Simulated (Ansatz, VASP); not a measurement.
**MoIr4: VASP beside Ansatz**

```xyz
5
Lattice="4.4088 0.0000 0.0000 0.0000 4.4088 0.0000 0.0000 0.0000 4.4088" Properties=species:S:1:pos:R:3 pbc="T T T"
Mo    2.2044    2.2044    2.2044
Ir    0.0000    0.0000    0.0000
Ir    2.2044    0.0000    0.0000
Ir    0.0000    2.2044    0.0000
Ir    0.0000    0.0000    2.2044
```

Alike in both runs: task relaxation of cell and atoms; functional PBE; k mesh 4 × 4 × 4; occupations gaussian, width 0.1 eV; no spin polarisation.

```csv
,VASP,Ansatz
version,VASP 6.6.1,Ansatz 0.2.0
potentials or method,"VASP PAW PBE potentials, release 64 (Mo_sv, Ir), cutoff 600 eV","scalar-relativistic, plane waves, PAW"
valence electrons in the cell,50,82
```

Ansatz gave:

| Item | Value |
| --- | --- |
| gap on the k mesh at the Fermi level, each at its own relaxed structure (eV) | none |
| relaxed volume (Å³/atom) | 20.37 |
| relaxed length of the cell vector where the two differ most in proportion (Å) | 4.670 |

**Question.** What did VASP give for the same quantities?

**Answer.** gap on the k mesh at the Fermi level, each at its own relaxed structure (eV): none; relaxed volume (Å³/atom): 20.38; relaxed length of the cell vector where the two differ most in proportion (Å): 4.671.

A gap of «none» marks a metal or a gap that the smearing closes. VASP's potentials hold 50 valence electrons a cell and Ansatz's 82, so a difference there can come from the potentials and not from the codes.

Neither program's run includes spin-orbit coupling. Noted on VASP's run: the volume moved by over 15 % at a fixed basis, so the end points are rough.
